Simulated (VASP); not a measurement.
# NiO in VASP: settings compared

The runs below take NiO through relaxation of cell and atoms, single point, with PBE+D4+U, RPBE+D3(BJ)+U, PBE+U.

Program: VASP 6.6.1. These are calculated values, not measurements. Logs are shortened: lines on timing, memory, paths and dates and some standing lists are left out, and cuts for length are marked.

## (1) The cell of the first run

It takes space group Fm-3m (No. 225, cubic). The conventional cell has a = 4.172 Å, b = 4.172 Å, c = 4.172 Å, α = 90.00°, β = 90.00°, γ = 90.00°. Ni (site symmetry m-3m) has 6 O at 2.09 Å within 2.8 Å. O (site symmetry m-3m) has 6 Ni at 2.09 Å within 2.8 Å.

## (2) Relaxation of cell and atoms, PBE+D4+U, collinear spin, ferromagnetic start

File INCAR:

```
SYSTEM = NiO
ALGO = Normal
EDIFF = 1E-6
EDIFFG = -0.01
ENCUT = 600
GGA = PE
IBRION = 2
ISIF = 3
ISMEAR = 0
ISPIN = 2
IVDW = 13
LASPH = .TRUE.
LCHARG = .FALSE.
LDAU = .TRUE.
LDAUJ = 0 0
LDAUL = 2 -1
LDAUPRINT = 1
LDAUTYPE = 2
LDAUU = 8 0
LMAXMIX = 4
LORBIT = 11
LREAL = .FALSE.
LWAVE = .FALSE.
MAGMOM = 1.94 0.17
NELM = 150
NSW = 60
PREC = Accurate
SIGMA = 0.02
```

File KPOINTS:

```
k-points
0
G
  11 11 11
  0 0 0
```

File POSCAR:

```
NiO
1.0
    0.0000000000      2.0859016414      2.0859016414
    2.0859016414      0.0000000000      2.0859016414
    2.0859016414      2.0859016414      0.0000000000
Ni O
1 1
Direct
    0.0000000000      0.0000000000      0.0000000000
    0.5000000000      0.5000000000      0.5000000000
```

Potentials or basis: VASP PAW PBE potentials, release 64 (Ni, O).

On the command line:

```bash
$ cat potpaw_PBE.64/Ni/POTCAR potpaw_PBE.64/O/POTCAR > POTCAR
$ mpirun -np 1 vasp_std > vasp.out
```

OUTCAR:

```text
SYSTEM = NiO
   EDIFF = 1E-6
   EDIFFG = -0.01
   ENCUT = 600
   GGA = PE
   IBRION = 2
   ISIF = 3
   ISMEAR = 0
   ISPIN = 2
   IVDW = 13
   LASPH = .TRUE.
   LORBIT = 11
   LREAL = .FALSE.
   NELM = 150
   NSW = 60
   PREC = Accurate

 ion  position               nearest neighbor table
   1  0.000  0.000  0.000-   2 2.09   2 2.09   2 2.09   2 2.09   2 2.09   2 2.09
   2  0.500  0.500  0.500-   1 2.09   1 2.09   1 2.09   1 2.09   1 2.09   1 2.09

  LATTYP: Found a face centered cubic cell.
 ALAT       =     4.1718032828

  Lattice vectors:

 A1 = (   0.0000000000,   2.0859016414,   2.0859016414)
 A2 = (   2.0859016414,   0.0000000000,   2.0859016414)
 A3 = (   2.0859016414,   2.0859016414,   0.0000000000)

Analysis of symmetry for initial positions (statically):
=====================================================================
 Subroutine PRICEL returns:
 Original cell was already a primitive cell.

 Routine SETGRP: Setting up the symmetry group for a
 face centered cubic supercell.

 Subroutine GETGRP returns: Found 48 space group operations
 (whereof 48 operations were pure point group operations)
 out of a pool of 48 trial point group operations.

The static configuration has the point symmetry O_h .

Analysis of symmetry for dynamics (positions and initial velocities):
=====================================================================
 Subroutine PRICEL returns:
 Original cell was already a primitive cell.

 Routine SETGRP: Setting up the symmetry group for a
 face centered cubic supercell.

 Subroutine GETGRP returns: Found 48 space group operations
 (whereof 48 operations were pure point group operations)
 out of a pool of 48 trial point group operations.

The dynamic configuration has the point symmetry O_h .

Analysis of structural, dynamic, and magnetic symmetry:
=====================================================================
 Subroutine PRICEL returns:
 Original cell was already a primitive cell.

 Routine SETGRP: Setting up the symmetry group for a
 face centered cubic supercell.

 Subroutine GETGRP returns: Found 48 space group operations
 (whereof 48 operations were pure point group operations)
 out of a pool of 48 trial point group operations.

The overall configuration has the point symmetry O_h .

 Subroutine INISYM returns: Found 48 space group operations
 (whereof 48 operations are pure point group operations),
 and found     1 'primitive' translations

----------------------------------------------------------------------------------------

                                     Primitive cell

  volume of cell :      18.1515

  direct lattice vectors                    reciprocal lattice vectors
     0.000000000  2.085901641  2.085901641    -0.239704495  0.239704495  0.239704495
     2.085901641  0.000000000  2.085901641     0.239704495 -0.239704495  0.239704495
     2.085901641  2.085901641  0.000000000     0.239704495  0.239704495 -0.239704495

  length of vectors
     2.949910391  2.949910391  2.949910391     0.415180364  0.415180364  0.415180364

  position of ions in fractional coordinates (direct lattice)
     0.000000000  0.000000000  0.000000000
     0.500000000  0.500000000  0.500000000

  ion indices of the primitive-cell ions
   primitive index   ion index
                 1           1
                 2           2

----------------------------------------------------------------------------------------

 KPOINTS: k-points

Automatic generation of k-mesh.
 Grid dimensions read from file:
 generate k-points for:   11   11   11

 Generating k-lattice:

  Cartesian coordinates                     Fractional coordinates (reciprocal lattice)
    -0.021791318  0.021791318  0.021791318     0.090909091  0.000000000  0.000000000
     0.021791318 -0.021791318  0.021791318     0.000000000  0.090909091  0.000000000
     0.021791318  0.021791318 -0.021791318     0.000000000  0.000000000  0.090909091

  Length of vectors
     0.037743669  0.037743669  0.037743669

  Shift w.r.t. Gamma in fractional coordinates (k-lattice)
     0.000000000  0.000000000  0.000000000

 Subroutine IBZKPT returns following result:
 ===========================================

 Found     56 irreducible k-points:

 Following reciprocal coordinates:
            Coordinates               Weight
  0.000000  0.000000  0.000000      1.000000
  0.090909  0.000000  0.000000      8.000000
  0.181818  0.000000  0.000000      8.000000
  0.272727  0.000000  0.000000      8.000000
  0.363636  0.000000  0.000000      8.000000
  0.454545  0.000000  0.000000      8.000000
[... 16 lines left out ...]
 -0.272727  0.181818  0.000000     24.000000
 -0.181818  0.181818  0.000000     12.000000
 [... further k-points ...]
   k-points           NKPTS =     56   k-points in BZ     NKDIM =     56   number of bands    NBANDS=     13
   number of dos      NEDOS =    301   number of ions     NIONS =      2
   total plane-waves  NPLWV =  13824
   dimension x,y,z NGX =    24 NGY =   24 NGZ =   24
   dimension x,y,z NGXF=    48 NGYF=   48 NGZF=   48
   ions per type =               1   1
   NGX,Y,Z   is equivalent  to a cutoff of  13.53, 13.53, 13.53 a.u.
   NGXF,Y,Z  is equivalent  to a cutoff of  27.05, 27.05, 27.05 a.u.
 SYSTEM =  NiO
   PREC   = accura    normal or accurate (medium, high low for compatibility)
   ISTART =      0    job   : 0-new  1-cont  2-samecut
   ICHARG =      2    charge: 1-file 2-atom 10-const
   ISPIN  =      2    spin polarized calculation?
   LNONCOLLINEAR =      F non collinear calculations
   LSORBIT =      F    spin-orbit coupling
   LASPH  =      T    aspherical Exc in radial PAW
   ENCUT  =  600.0 eV  44.10 Ry    6.64 a.u.   5.89  5.89  5.89*2*pi/ulx,y,z
   NELM   =    150;   NELMIN=  2; NELMDL= -5     # of ELM steps
   EDIFF  = 0.1E-05   stopping-criterion for ELM
   LREAL  =      F    real-space projection
   EDIFFG = -.1E-01   stopping-criterion for IOM
   NSW    =     60    number of steps for IOM
   IBRION =      2    ionic relax: 0-MD 1-quasi-New 2-CG
   NFREE  =      1    steps in history (QN), initial steepest desc. (CG)
   ISIF   =      3    stress and relaxation
   ISYM   =      2    0-nonsym 1-usesym 2-fastsym
   POTIM  = 0.5000    time-step for ionic-motion
   TEBEG  =    0.0;   TEEND  =   0.0 temperature during run
   PSTRESS=    0.0 pullay stress
   NELECT =      16.0000    total number of electrons
   NUPDOWN=      -1.0000    fix difference up-down
   EMIN   =  10.00;   EMAX   =-10.00  energy-range for DOS
   EFERMI =   0.00;   METHOD = LEGACY
   ISMEAR =     0;   SIGMA  =   0.02  broadening in eV -4-tet -1-fermi 0-gaus
   EFERMI_NEDOS =   21; number of points for ismear=-14 and -15
   IALGO  =     38    algorithm
   IMIX   =      4    mixing-type and parameters
     AMIX     =   0.40;   BMIX     =  1.00
     AMIX_MAG =   1.60;   BMIX_MAG =  1.00
  volume/ion in A,a.u.               =       9.08        61.25
  Fermi-wavevector in a.u.,A,eV,Ry     =   1.569680  2.966264 33.523312  2.463894
  Thomas-Fermi vector in A             =   2.671526
   LORBIT       =     11    0 simple, 1 ext, 2 COOP (PROOUT), +10 PAW based schemes
 LDA+U is selected, type is set to LDAUTYPE =  2
   angular momentum for each species LDAUL =     2   -1
   U (eV)           for each species LDAUU =   8.0  0.0
   J (eV)           for each species LDAUJ =   0.0  0.0
   GGA     = PE    functional components
   LHFCALC =     F    Hartree Fock is set to
   AEXX    =    0.0000 exact exchange contribution
   IVDW    =    13    specifies the selected vdW correction
   LEPSILON=     F    determine dielectric tensor
   LRPA    =     F    only Hartree local field effects (RPA)
 conjugate gradient relaxation of ions
 spin polarized calculation
 Gauss-broadening in eV      SIGMA  =   0.02
  energy-cutoff  :      600.00
  volume of cell :       18.15
 maximum number of plane-waves:       620
   NGX = 11   NGY = 11   NGZ = 11

--------------------------------------- Ionic step        1  -------------------------------------------

 number of electron      16.0000001 magnetization       1.9999944

 Free energy of the ion-electron system (eV)
  ---------------------------------------------------
  ext. energy  EPLUGINS =         0.00000000
  ---------------------------------------------------
  free energy    TOTEN  =        -9.97139018 eV

  energy without entropy =       -9.97139018  energy(sigma->0) =       -9.97139018

------------------------ aborting loop because EDIFF is reached ----------------------------------------

  DFT-D4 for vdW energy calculation

  Edisp (eV):   -0.61894

  FORCE on cell =-STRESS in cart. coord.  units (eV):
  Direction    XX          YY          ZZ          XY          YZ          ZX
  --------------------------------------------------------------------------------------
  -------------------------------------------------------------------------------------
  Total      -0.43519    -0.43519    -0.43519    -0.00000    -0.00000     0.00000
  in kB     -38.41290   -38.41290   -38.41290    -0.00000    -0.00000     0.00000
  external pressure =      -38.41 kB  Pullay stress =        0.00 kB
[... 57 lines left out ...]
  FREE ENERGIE OF THE ION-ELECTRON SYSTEM (eV)
  ---------------------------------------------------
  free  energy   TOTEN  =       -10.5930933211 eV

  energy  without entropy=      -10.5930933211  energy(sigma->0) =      -10.59309332

atom =   1  type =  1  l = 2

 onsite density matrix

spin component  1

  0.9904 -0.0000  0.0000  0.0000  0.0000
 -0.0000  0.9904  0.0000 -0.0000  0.0000
  0.0000  0.0000  1.0549  0.0000  0.0000
  0.0000 -0.0000  0.0000  0.9904  0.0000
  0.0000  0.0000  0.0000  0.0000  1.0549

spin component  2

  0.9897 -0.0000 -0.0000  0.0000 -0.0000
 -0.0000  0.9897  0.0000 -0.0000 -0.0000
 -0.0000  0.0000  0.1237 -0.0000  0.0000
  0.0000 -0.0000 -0.0000  0.9897 -0.0000
 -0.0000 -0.0000  0.0000 -0.0000  0.1237

 occupancies and eigenvectors

  o =  0.1237  v =  0.0000  0.0000  0.0000  0.0000  0.0000  0.0000 -0.0000 -1.0000  0.0000  0.0067      0.0000  0.0000  0.0000  0.0000  0.0000  0.0000  0.0000  0.0000  0.0000  0.0000
  o =  0.1237  v =  0.0000  0.0000  0.0000  0.0000  0.0000  0.0000  0.0000  0.0067 -0.0000  1.0000      0.0000  0.0000  0.0000  0.0000  0.0000  0.0000  0.0000  0.0000  0.0000  0.0000
  o =  0.9897  v =  0.0000  0.0000  0.0000  0.0000  0.0000  0.0000 -0.4446  0.0000 -0.8957  0.0000      0.0000  0.0000  0.0000  0.0000  0.0000  0.0000  0.0000  0.0000  0.0000  0.0000
  o =  0.9897  v =  0.0000  0.0000  0.0000  0.0000  0.0000  0.0000 -0.8957  0.0000  0.4446  0.0000      0.0000  0.0000  0.0000  0.0000  0.0000  0.0000  0.0000  0.0000  0.0000  0.0000
  o =  0.9897  v =  0.0000  0.0000  0.0000  0.0000  0.0000  1.0000  0.0000  0.0000  0.0000  0.0000      0.0000  0.0000  0.0000  0.0000  0.0000  0.0000  0.0000  0.0000  0.0000  0.0000
  o =  0.9904  v =  0.0000  0.6359  0.0000  0.7718 -0.0000  0.0000  0.0000  0.0000  0.0000  0.0000      0.0000  0.0000  0.0000  0.0000  0.0000  0.0000  0.0000  0.0000  0.0000  0.0000
  o =  0.9904  v =  1.0000  0.0000  0.0000  0.0000  0.0000  0.0000  0.0000  0.0000  0.0000  0.0000      0.0000  0.0000  0.0000  0.0000  0.0000  0.0000  0.0000  0.0000  0.0000  0.0000
  o =  0.9904  v =  0.0000 -0.7718 -0.0000  0.6359  0.0000  0.0000  0.0000  0.0000  0.0000  0.0000      0.0000  0.0000  0.0000  0.0000  0.0000  0.0000  0.0000  0.0000  0.0000  0.0000
  o =  1.0549  v =  0.0000  0.0000 -0.0044  0.0000  1.0000  0.0000  0.0000  0.0000  0.0000  0.0000      0.0000  0.0000  0.0000  0.0000  0.0000  0.0000  0.0000  0.0000  0.0000  0.0000
  o =  1.0549  v =  0.0000  0.0000 -1.0000 -0.0000 -0.0044  0.0000  0.0000  0.0000  0.0000  0.0000      0.0000  0.0000  0.0000  0.0000  0.0000  0.0000  0.0000  0.0000  0.0000  0.0000

--------------------------------------- Ionic step        3  -------------------------------------------

 number of electron      15.9999991 magnetization       1.9999999

 Free energy of the ion-electron system (eV)
  ---------------------------------------------------
  ext. energy  EPLUGINS =         0.00000000
  ---------------------------------------------------
  free energy    TOTEN  =        -9.96598800 eV

  energy without entropy =       -9.96598800  energy(sigma->0) =       -9.96598800

 E-fermi :   6.9740     XC(G=0): -12.7762

 val. band max:        6.8151647539   @ k =   0.4545   0.0000   0.0000
 cond. band min:      10.0514150525   @ k =   0.0000   0.0000   0.0000
 fundamental gap:      3.2362502986
 Fermi energy:         6.9739954805

 spin component 1

 k-point     1 :       0.0000    0.0000    0.0000
  band No.  band energies     occupation
      1     -11.8910      1.00000
      2      -0.2415      1.00000
      3      -0.2414      1.00000
      4       1.0773      1.00000
      5       1.0774      1.00000
      6       1.0774      1.00000
      7       5.7050      1.00000
      8       5.7050      1.00000
      9       5.7050      1.00000
     10      10.0514      0.00000
     11      24.3615      0.00000
     12      24.3616      0.00000
     13      24.3616      0.00000
[... 789 lines left out ...]
  FREE ENERGIE OF THE ION-ELECTRON SYSTEM (eV)
  ---------------------------------------------------
  free  energy   TOTEN  =       -10.5947162004 eV

  energy  without entropy=      -10.5947162004  energy(sigma->0) =      -10.59471620

 reached required accuracy - stopping structural energy minimisation

 total charge

# of ion       s       p       d       tot
------------------------------------------
    1        0.352   0.448   8.266   9.066
    2        1.542   3.507   0.000   5.049
--------------------------------------------------
tot          1.895   3.955   8.266  14.115

 magnetization (x)

# of ion       s       p       d       tot
------------------------------------------
    1        0.012   0.013   1.859   1.884
    2        0.014   0.117   0.000   0.131
--------------------------------------------------
tot          0.025   0.130   1.859   2.015
```

It took 68 s on 1 thread of Intel Xeon Platinum 8259CL at 2.50GHz (Skylake/Cascade Lake), shared host; peak memory 0.17 GiB.

What came out:

| Property | Result |
| --- | --- |
| Free energy | -10.5947 eV |
| Relaxed volume | 8.90 Å³/atom |
| Relaxed cell | a = 2.931 Å, b = 2.931 Å, c = 2.931 Å, α = 60.00°, β = 60.00°, γ = 60.00° |
| Space group after relaxing (to 0.05 Å) | Fm-3m (No. 225) |
| Energy gained by relaxing | 2.2 meV/atom |
| Ionic steps | 3 |
| Pressure after relaxing | -0.1 GPa |
| Band gap on the k mesh | 3.24 eV, indirect (least direct gap 4.05 eV) |
| Net moment | 2.00 μB per cell |
| Site moments | Ni +1.88; O +0.13 μB |
| Valence electrons inside the program's atomic spheres | Ni 9.07; O 5.05 |
| Dispersion energy per atom | -0.314 eV |

Step by step:
```tsv
step	energy change (eV)	largest force (eV/Å)	pressure (GPa)	volume (Å³)
1	0.0000	0.0000	-3.84	18.15
2	-0.0028	0.0000	2.24	17.59
3	-0.0044	0.0000	-0.08	17.80
```

Final structure:
```
Ni O
1.0
     0.00000    2.07222    2.07222
     2.07222    0.00000    2.07222
     2.07222    2.07222    0.00000
Ni O
1 1
Direct
  0.00000 0.00000 0.00000
  0.50000 0.50000 0.50000
```

Levels at points of the mesh, in eV from the valence-band top:
Spin up:
```tsv
k point	band 5	band 6	band 7	band 8	band 9	band 10	band 11	band 12	band 13
(0.00, 0.00, 0.00)	-5.74	-5.74	-1.11	-1.11	-1.11	3.24	17.55	17.55	17.55
```
Spin down:
```csv
k point,band 5,band 6,band 7,band 8,band 9,band 10
"(0.00, 0.00, 0.00)",-0.83,-0.83,-0.83,3.50,3.50,3.57
```

Eigenvalues of the final occupation matrices:
```csv
site,spin,trace,eigenvalues
site 1 d,1,5.08,0.99 0.99 0.99 1.05 1.05
site 1 d,2,3.22,0.12 0.12 0.99 0.99 0.99
```

Caveat: a cell with one magnetic atom can't hold antiferromagnetic order, which such compounds often take.

## (3) Single point, RPBE+D3(BJ)+U, collinear spin, ferromagnetic start

File INCAR:

```
  PREC = Accurate
  ENCUT = 520
  EDIFF = 1E-7
  ISMEAR = 1
  SIGMA = 0.005
  LREAL = F
  LASPH = T
  NELM = 150
  ALGO = Normal
  ISIF = 2
  LWAVE = F
  LCHARG = F
  ISPIN = 2
  MAGMOM = 1 0
  LORBIT = 11
  LMAXMIX = 4
  LDAU = T
  LDAUTYPE = 2
  LDAUL = 2 -1
  LDAUU = 5 0
  LDAUJ = 0 0
  LDAUPRINT = 1
  GGA = RP
  IVDW = 12
  NBANDS = 19
```

File KPOINTS:

```
regular mesh
0
Gamma
  8 8 8
```

File POSCAR:

```
NiO
1.0
    0.0000000000      2.0859016414      2.0859016414
    2.0859016414      0.0000000000      2.0859016414
    2.0859016414      2.0859016414      0.0000000000
Ni O
1 1
Direct
   -0.0168400000      0.0214470000     -0.0440350000
    0.4753380000      0.5209790000      0.4892830000
```

Potentials or basis: VASP PAW PBE potentials, release 64 (Ni, O).

On the command line:

```bash
$ cat potpaw_PBE.64/Ni/POTCAR potpaw_PBE.64/O/POTCAR > POTCAR
$ mpirun -np 1 vasp_std > vasp.out
```

Run time: 2.8 min. Hardware: 1 thread of Intel Xeon Platinum 8259CL at 2.50GHz (Skylake/Cascade Lake), shared host; peak memory 0.27 GiB.

The run converged. Its results:

| Property | Result |
| --- | --- |
| Free energy | -11.7207 eV |
| Pressure | -3.6 GPa |
| Largest force | 0.465 eV/Å |
| Band gap on the k mesh | 2.04 eV, indirect (least direct gap 2.90 eV) |
| Net moment | 2.00 μB per cell |
| Site moments | Ni +1.79; O +0.20 μB |
| Valence electrons inside the program's atomic spheres | Ni 8.99; O 5.05 |
| Dispersion energy per atom | -1.136 eV |

Forces in eV/Å, atoms in the order of the input:
```
Ni   0.365  0.275 -0.086
O   -0.365 -0.275  0.086
```

Stress tensor (GPa, compression positive):
```
-2.74 -0.19  0.06
-0.19 -3.53  0.04
 0.06  0.04 -4.58
```

Levels at points of the mesh, in eV from the valence-band top:
Spin up:
```csv
k point,band 5,band 6,band 7,band 8,band 9,band 10,band 11,band 12,band 13,band 14
"(0.00, 0.00, 0.00)",-4.61,-4.58,-1.64,-1.64,-1.62,2.59,18.19,18.24,18.25,18.94
"(0.50, 0.00, 0.00)",-4.04,-4.03,-2.86,-0.05,-0.02,6.65,11.03,14.96,15.03,21.12
"(0.00, 0.50, 0.00)",-4.04,-4.03,-2.86,-0.05,-0.03,6.65,11.03,14.96,15.03,21.12
"(0.00, 0.00, 0.50)",-4.03,-4.03,-2.84,-0.01,0.00,6.65,11.04,14.96,14.96,21.16
"(0.50, 0.50, 0.50)",-4.04,-4.03,-2.85,-0.03,-0.01,6.65,11.04,14.96,14.99,21.14
"(0.50, 0.50, 0.00)",-4.58,-3.71,-3.71,-3.00,-2.95,6.98,11.71,11.83,17.72,17.83
"(0.00, 0.50, 0.50)",-4.58,-3.71,-3.71,-3.03,-3.01,6.98,11.74,11.86,17.73,17.76
"(0.50, 0.00, 0.50)",-4.58,-3.71,-3.71,-3.01,-2.99,6.98,11.73,11.85,17.73,17.78
```
Spin down:
```csv
k point,band 4,band 5,band 6,band 7,band 8,band 9,band 10,band 11
"(0.00, 0.00, 0.00)",-3.60,-1.38,-1.27,-1.22,2.04,2.09,2.95,18.40
"(0.50, 0.00, 0.00)",-3.88,-2.03,-2.01,-1.92,4.33,4.42,6.89,11.54
"(0.00, 0.50, 0.00)",-3.88,-2.03,-2.02,-1.92,4.32,4.42,6.89,11.54
"(0.00, 0.00, 0.50)",-3.92,-2.04,-2.00,-1.90,4.42,4.46,6.82,11.54
"(0.50, 0.50, 0.50)",-3.91,-2.05,-2.00,-1.91,4.37,4.45,6.85,11.54
"(0.50, 0.50, 0.00)",-2.73,-2.65,-2.64,-2.56,2.48,2.92,7.63,11.98
"(0.00, 0.50, 0.50)",-2.71,-2.66,-2.64,-2.62,2.47,2.90,7.61,12.00
"(0.50, 0.00, 0.50)",-2.72,-2.65,-2.64,-2.60,2.47,2.91,7.62,11.99
```

Eigenvalues of the final occupation matrices:
```tsv
site	spin	trace	eigenvalues
site 1 d	1	5.00	0.98 0.98 0.98 1.03 1.03
site 1 d	2	3.24	0.15 0.15 0.98 0.98 0.98
```

Caveat: three body term missing; the PAW data sets were made with another functional, which shifts forces and pressure a little; a cell with one magnetic atom can't hold antiferromagnetic order, which such compounds often take. The state reached can hang on the start; a lower one may exist.

[end of part 1 of 2]
